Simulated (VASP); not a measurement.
Crystal: La3PbC.

```
La Pb C
1.0
     5.23917    0.00000    0.00000
     0.00000    5.23917    0.00000
     0.00000    0.00000    5.23917
La Pb C
3 1 1
Direct
  0.50000 0.00000 0.50000
  0.00000 0.50000 0.50000
  0.50000 0.50000 0.00000
  0.00000 0.00000 0.00000
  0.50000 0.50000 0.50000
```

* Program: VASP 6.6.1
* Task: relaxation of cell and atoms
* Functional: LDA
* Potentials or basis: VASP PAW LDA potentials, release 64 (La, Pb_d, C)
* Cutoff: 600 eV
* k mesh: 4 × 4 × 4
* Occupations: methfessel-paxton, width 0.1 eV
* Spin: no spin polarisation

At the start: pressure -4.1 GPa; volume 28.76 Å³/atom.

Question: Where does the relaxation end?

Answer: Over 3 steps the energy falls by 25.8 meV/atom and the volume is 26.85 Å³/atom (-6.7 %); space group Pm-3m (No. 221, to 0.1 Å) before and after.

The path:
| step | energy change (eV) | largest force (eV/Å) | pressure (GPa) | volume (Å³) |
| --- | --- | --- | --- | --- |
| 1 | 0.0000 | 0.0000 | -4.10 | 143.81 |
| 2 | -0.0847 | 0.0000 | 2.88 | 129.04 |
| 3 | -0.1289 | 0.0000 | -0.03 | 134.23 |

Final structure:
```yaml
crystal:
  lattice:
    - [5.12021, 0.00000, 0.00000]
    - [0.00000, 5.12021, 0.00000]
    - [0.00000, 0.00000, 5.12021]
  atoms:
    - { symbol: La, position: [0.50000, 0.00000, 0.50000] }
    - { symbol: La, position: [0.00000, 0.50000, 0.50000] }
    - { symbol: La, position: [0.50000, 0.50000, 0.00000] }
    - { symbol: Pb, position: [0.00000, 0.00000, 0.00000] }
    - { symbol: C, position: [0.50000, 0.50000, 0.50000] }
```
